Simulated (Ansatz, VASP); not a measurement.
**HRh6 in VASP and in Ansatz**

```
Rh H
1.0
     5.41634    0.00000    0.00000
     0.00000    5.41634    0.00000
     0.00000    0.00000   21.67374
Rh H
12 2
Direct
  0.25000 0.25000 0.18456
  0.25000 0.75000 0.18456
  0.75000 0.25000 0.18456
  0.75000 0.75000 0.18456
  0.00000 0.00000 0.26938
  0.00000 0.50000 0.26938
  0.50000 0.00000 0.26938
  0.50000 0.50000 0.26938
  0.25000 0.25000 0.35406
  0.25000 0.75000 0.35406
  0.75000 0.25000 0.35406
  0.75000 0.75000 0.35406
  0.36199 0.50000 0.38958
  0.63801 0.50000 0.38958
```

Alike in both runs: task single point; functional PBE; k mesh 5 × 5 × 1; occupations gaussian, width 0.1 eV; no spin polarisation.

|  | VASP | Ansatz |
| --- | --- | --- |
| version | VASP 6.6.1 | Ansatz 0.2.0 |
| potentials or method | VASP PAW PBE potentials, release 64 (Rh_pv, H), cutoff 520 eV | scalar-relativistic, plane waves, PAW |
| valence electrons in the cell | 182 | 206 |

Ansatz gave:

- gap on the k mesh at the Fermi level (eV): none
- rms of the force components (eV/Å): 0.333

Question: Estimate VASP's values.

Answer: gap on the k mesh at the Fermi level (eV): none; rms of the force components (eV/Å): 0.337.

Atom by atom the forces differ by 0.005 eV/Å (rms over components). A gap of «none» marks a metal or a gap that the smearing closes. VASP's potentials hold 182 valence electrons a cell and Ansatz's 206, so a difference there can come from the potentials and not from the codes.
